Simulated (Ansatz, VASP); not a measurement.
# RbBr: VASP beside Ansatz

Contents of POSCAR:

```
RbBr
1.0
    0.0832328675      3.4608260907      3.4608260907
    3.4608260907      0.0832328675      3.4608260907
    3.5440589582      3.5440589582      0.0000000000
Rb Br
1 1
Direct
    0.0000000000      0.0000000000      0.0000000000
    0.5000000000      0.5000000000      0.5000000000
```

The input INCAR.step1:

```
SYSTEM = RbBr
  ALGO = Normal
  EDIFF = 1E-5
  ENCUT = 520
  GGA = PE
  ISIF = 2
  ISMEAR = 0
  LASPH = .True.
  LCHARG = .False.
  LREAL = .False.
  LWAVE = .True.
  NBANDS = 15
  NELM = 80
  PREC = Accurate
  SIGMA = 0.01
```

INCAR.step2

```
SYSTEM = RbBr
  ALGO = Normal
  EDIFF = 1E-6
  ENCUT = 520
  GGA = PE
  HFSCREEN = 0.2079
  ISIF = 2
  ISMEAR = 0
  ISTART = 1
  LASPH = .True.
  LCHARG = .False.
  LHFCALC = .True.
  LREAL = .False.
  LWAVE = .False.
  NBANDS = 15
  NELM = 80
  PREC = Accurate
  PRECFOCK = Normal
  SIGMA = 0.01
```

KPOINTS

```
k-points
0
Gamma
  4 4 4
  0 0 0
```

Input for Ansatz:

```yaml
crystal:
  lattice:
    - [0.0832328675, 3.4608260907, 3.4608260907]
    - [3.4608260907, 0.0832328675, 3.4608260907]
    - [3.5440589582, 3.5440589582, 0.0]
  atoms:
    - { symbol: Rb, position: [0.0, 0.0, 0.0] }
    - { symbol: Br, position: [0.5, 0.5, 0.5] }
kpoints:
  mp_grid: { grid: [4, 4, 4] }
  band_path:
    path:
      - [0.0, 0.0, 0.0]
      - [0.5, 0.0, 0.5]
      - [0.625, 0.25, 0.625]
      - [0.375, 0.375, 0.75]
      - [0.5, 0.5, 0.5]
      - [0.5, 0.25, 0.75]
    npoints: 1
hamiltonian:
  xc: hse06
scf:
  occupations: { method: fixed }
  n_extra_bands: 4
output:
  forces: true
  stress: true
  eigenvalues: true
```

Change from the starting cell: shear_xy strain +4.8%.

Alike in both runs: task single point; functional HSE06; k mesh 4 × 4 × 4; no spin polarisation.

|  | VASP | Ansatz |
| --- | --- | --- |
| version | VASP 6.6.1 | Ansatz 0.2.0 |
| potentials or method | VASP PAW PBE potentials, release 64 (Rb_sv, Br) | plane waves, PAW |
| plane-wave cutoff (eV) | 520 | 420 |
| occupations | gaussian, width 0.01 eV | fixed |
| valence electrons in the cell | 16 | 16 |

Ansatz gave:

| Quantity | Value |
| --- | --- |
| gap on the k mesh at the Fermi level (eV) | 5.40 |
| pressure (GPa) | 0.3 |
| traceless stress, the component that is largest in VASP (GPa) | -0.20 |

Problem. Which values does VASP return?

Solution. gap on the k mesh at the Fermi level (eV): 5.39; pressure (GPa): 0.3; traceless stress, the component that is largest in VASP (GPa): -0.20.

Ansatz's warnings: stress exchange threshold loose, stress scf threshold loose.
